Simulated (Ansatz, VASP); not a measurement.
**Zn4CdAs3: VASP beside Ansatz**

```
Cd Zn As
1.0
     4.04481    0.00000    0.00000
     0.00000    4.04481    0.00000
     0.00000    0.00000   10.06802
Cd Zn As
1 4 3
Direct
  0.00000 0.00000 0.50000
  0.00000 0.50000 0.16805
  0.50000 0.00000 0.16805
  0.00000 0.50000 0.83195
  0.50000 0.00000 0.83195
  0.50000 0.50000 0.31342
  0.50000 0.50000 0.68658
  0.00000 0.00000 0.00000
```

Alike in both runs: functional r2SCAN; k mesh 5 × 5 × 2; no spin polarisation.

Ansatz relaxed the structure, and its values are those at the end. VASP's run is a single point on that final structure, the one shown.

|  | VASP | Ansatz |
| --- | --- | --- |
| version | VASP 6.6.1 | Ansatz 0.2.0 |
| potentials or method | VASP PAW PBE potentials, release 64 (Cd, Zn, As), cutoff 520 eV | PAW plane waves |
| occupations | tetrahedron | tetrahedron-uncorrected |
| valence electrons in the cell | 75 | 113 |

|  | VASP | Ansatz | Ansatz less VASP |
| --- | --- | --- | --- |
| gap on the k mesh at the Fermi level (eV) | none | none | - |
| pressure (GPa) | 0.3 | 0.0 | -0.27 |
| rms of the force components (eV/Å) | 0.006 | 0.001 | -0.0051 |

VASP's potentials were made for PBE, not for r2SCAN. A gap of «none» marks a metal or a gap that the smearing closes. VASP's potentials hold 75 valence electrons a cell and Ansatz's 113, so a difference there can come from the potentials and not from the codes. Ansatz's warnings: band table not solved further, forces under tetrahedra.
